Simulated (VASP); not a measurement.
Set up this calculation in VASP 6.6.1, as the native input.

| Quantity | Value |
| --- | --- |
| Task | single point |
| Functional | r2SCAN |
| Dispersion | D3(BJ) |
| Potentials or basis | VASP PAW PBE potentials, release 64 (Pb_d) |
| Cutoff | 550 eV |
| k mesh | 5 × 5 × 5 |
| Occupations | methfessel-paxton, width 0.1 eV |
| Spin | no spin polarisation |
| Dipole correction | no |
| Further INCAR settings | ALGO = Normal; EDIFF = 1e-06; NBANDS = 21 |

The system is Pb.

```
Pb
1.0
     0.00000    3.43900    3.43900
     3.43900    0.00000    3.43900
     3.43900    3.43900    0.00000
Pb
2
Cartesian
  3.4535 3.4070 3.4584
  5.1705 5.1273 5.1764
```

This isn't the form of Pb at room conditions, which is fcc.

The input as run:

POSCAR

```
Pb
1.0
    0.0000000000      3.4390000600      3.4390000600
    3.4390000600      0.0000000000      3.4390000600
    3.4390000600      3.4390000600      0.0000000000
Pb
2
Direct
    0.4960534613      0.5095803706      0.4946413296
    0.7463357111      0.7588814350      0.7445970512
```

INCAR.step1

```
  ALGO = Normal
  EDIFF = 1E-5
  ENCUT = 550
  GGA = PE
  GGA_COMPAT = False
  ISMEAR = 1
  LASPH = True
  LCHARG = False
  LREAL = False
  LWAVE = True
  NBANDS = 21
  NELM = 120
  PREC = Accurate
  SIGMA = 0.1
```

INCAR.step2

```
  ALGO = Normal
  EDIFF = 1E-6
  ENCUT = 550
  GGA_COMPAT = False
  ISIF = 2
  ISMEAR = 1
  ISTART = 1
  IVDW = 12
  LASPH = True
  LCHARG = True
  LELF = True
  LMIXTAU = True
  LREAL = False
  LVHAR = True
  LWAVE = False
  METAGGA = R2SCAN
  NBANDS = 21
  NELM = 120
  PREC = Accurate
  SIGMA = 0.1
  VDW_A1 = 0.49484001
  VDW_A2 = 5.73083694
  VDW_S6 = 1.0
  VDW_S8 = 0.78981345
```

KPOINTS

```
k-points
0
Gamma
  5 5 5
```

Potentials or basis: VASP PAW PBE potentials, release 64 (Pb_d).

Command:

```console
$ cat potpaw_PBE.64/Pb_d/POTCAR > POTCAR
$ cp INCAR.step1 INCAR
$ mpirun -np 1 vasp_std > vasp.out
$ cp INCAR.step2 INCAR
$ mpirun -np 1 vasp_std > vasp.out
```

It gave:

```json
{"Pressure": "0.8 GPa", "Band gap on the k mesh": "zero (bands 14 and 15 overlap by 1.12 eV)", "Dispersion energy per atom": "-0.146 eV"}
```

Caveat: three body term missing; the PAW data sets were made with another functional, which shifts forces and pressure a little; spin-orbit coupling is left out, which moves the levels of the heavy elements.

It took 2.9 min on 1 thread of Intel(R) Xeon(R) 6975P-C (Granite Rapids), on a shared host, peak memory 0.31 GiB.
